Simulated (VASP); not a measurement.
Crystal: AlRu.

```
Al Ru
1.0
     3.13168    0.00000    0.00000
     0.00000    3.13168    0.00000
     0.00000    0.00000    3.13168
Al Ru
1 1
Direct
  0.00000 0.00000 0.00000
  0.50000 0.50000 0.50000
```

- Program: VASP 6.6.1
- Task: relaxation of cell and atoms
- Functional: PBE
- Potentials or basis: VASP PAW PBE potentials, release 64 (Al, Ru_pv)
- Cutoff: 600 eV
- k mesh: 6 × 6 × 6
- Occupations: gaussian, width 0.1 eV
- Spin: no spin polarisation

At the start: pressure -19.4 GPa; volume 15.36 Å³/atom.

Problem. Where does the relaxation end?

Solution. Over 4 steps the energy falls by 123.1 meV/atom and the volume is 13.56 Å³/atom (-11.7 %); space group Pm-3m (No. 221, to 0.05 Å).

Step by step:
| step | energy change (eV) | largest force (eV/Å) | pressure (GPa) | volume (Å³) |
| --- | --- | --- | --- | --- |
| 1 | 0.0000 | 0.0000 | -19.41 | 30.71 |
| 2 | 0.2355 | 0.0000 | 45.84 | 23.17 |
| 3 | -0.2459 | 0.0000 | -0.78 | 27.20 |
| 4 | -0.2461 | 0.0000 | -0.22 | 27.12 |

Final structure:
```xyz
2
Lattice="3.0043 0.0000 0.0000 0.0000 3.0043 0.0000 0.0000 0.0000 3.0043" Properties=species:S:1:pos:R:3 pbc="T T T"
Al    0.0000    0.0000    0.0000
Ru    1.5021    1.5021    1.5021
```
